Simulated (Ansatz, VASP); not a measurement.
# Pt: VASP beside Ansatz

The input INCAR:

```
SYSTEM = Pt
  ALGO = Normal
  EDIFF = 1E-6
  ENCUT = 520
  GGA = PS
  ISIF = 2
  ISMEAR = -1
  LASPH = .TRUE.
  LCHARG = .FALSE.
  LREAL = .FALSE.
  LWAVE = .FALSE.
  NBANDS = 17
  NELM = 60
  PREC = Accurate
  SIGMA = 0.05
```

KPOINTS

```
k-points
0
G
  17 17 10
  0 0 0
```

POSCAR

```
Pt
1.0
    2.3223003788      0.0000000000      0.0000000000
   -1.1611501894      2.0111711233      0.0000000000
    0.0000000000      0.0000000000      3.8889330384
Pt
2
Direct
    0.3333333333      0.6666666667      0.2500000000
    0.6666666667      0.3333333333      0.7500000000
```

Input for Ansatz:

```yaml
crystal:
  lattice:
    - [2.3223003788, 0.0, 0.0]
    - [-1.1611501894, 2.0111711233, 0.0]
    - [0.0, 0.0, 3.8889330384]
  atoms:
    - { symbol: Pt, position: [0.3333333333, 0.6666666667, 0.25] }
    - { symbol: Pt, position: [0.6666666667, 0.3333333333, 0.75] }
kpoints:
  mp_grid: { grid: [17, 17, 10] }
scf:
  occupations: { method: fermi_dirac, width: 0.05 }
hamiltonian:
  xc: pbesol
  pseudopotentials: { kind: all_electron, lapw: { basis_error: 0.001 } }
output:
  forces: true
  stress: true
  eigenvalues: true
  populations: true
```

Change from the starting cell: volume scaled by 0.6, LAPW.

Alike in both runs: task single point; functional PBEsol; k mesh 17 × 17 × 10; occupations fermi-dirac, width 0.05 eV; no spin polarisation.

```csv
,VASP,Ansatz
version,VASP 6.6.1,Ansatz 0.2.0
potentials or method,"VASP PAW PBE potentials, release 64 (Pt), cutoff 520 eV","all-electron LAPW, scalar-relativistic"
```

```csv
,VASP,Ansatz,Ansatz less VASP
pressure (GPa),538.3,528.7,-9.67
"traceless stress, the component that is largest in VASP (GPa)",0.46,-0.04,-0.499
```

VASP's potentials were made for PBE, not for PBEsol. Both programs put the cell under a high pressure, so it lies far from rest at this level. Ansatz ran all-electron here, and VASP with PAW potentials.

Neither program's run includes spin-orbit coupling. Noted on VASP's run: the cell as given lies far from equilibrium.
